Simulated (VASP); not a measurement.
Write the native input for VASP 6.6.1 that does the following.

```yaml
Task: single point
Functional: PBE
Potentials_or_basis: VASP PAW PBE potentials, release 64 (Cd, Ge_d, As)
Cutoff: 520 eV
k_mesh: 6 × 6 × 6
Occupations: fermi-dirac, width 0.02 eV
Spin: no spin polarisation
Dipole_correction: no
Further_INCAR_settings: ALGO = Normal; EDIFF = 1e-06; NBANDS = 46
```

The structure of CdGeAs2 lies in POSCAR:

```
CdGeAs2
1.0
   -2.9004016783      2.9004016783      5.4823514779
    2.9004016783     -2.9004016783      5.4823514779
    2.9004016783      2.9004016783     -5.4823514779
Cd Ge As
2 2 4
Direct
    0.2500000000      0.7500000000      0.5000000000
    0.5000000000      0.5000000000      0.0000000000
    0.0000000000      0.0000000000      0.0000000000
    0.7500000000      0.2500000000      0.5000000000
    0.8750000000      0.3475095329      0.9725095329
    0.6524904671      0.6250000000      0.5274904671
    0.3750000000      0.9024904671      0.0274904671
    0.0975095329      0.1250000000      0.4725095329
```

This cell differs from its parent crystal: strain -3.0%.

One way to write it, as run:

INCAR

```
PREC = Accurate ; ENCUT = 520
EDIFF = 1E-6 ; ISMEAR = -1
SIGMA = 0.02 ; LREAL = F
LASPH = T ; NELM = 100
ALGO = Normal ; ISIF = 2
LWAVE = F ; LCHARG = F
GGA = PE ; NBANDS = 46
```

KPOINTS

```
Automatic mesh
0
Gamma
  6 6 6
```

Potentials or basis: VASP PAW PBE potentials, release 64 (Cd, Ge_d, As).

The run is started by

```bash
$ cat potpaw_PBE.64/Cd/POTCAR potpaw_PBE.64/Ge_d/POTCAR potpaw_PBE.64/As/POTCAR > POTCAR
$ mpirun -np 1 vasp_std > vasp.out
```

Results of the run:

| Item | Value |
| --- | --- |
| Pressure | 9.6 GPa |
| Largest force | 0.137 eV/Å |
| Band gap on the k mesh | 0.22 eV, direct |

Caveat: the cell differs from its parent crystal (strain -3.0%).

Run time: 8.2 min on 1 thread of Intel(R) Xeon(R) Platinum 8259CL CPU @ 2.50GHz (Skylake/Cascade Lake), on a shared host, peak memory 0.51 GiB.
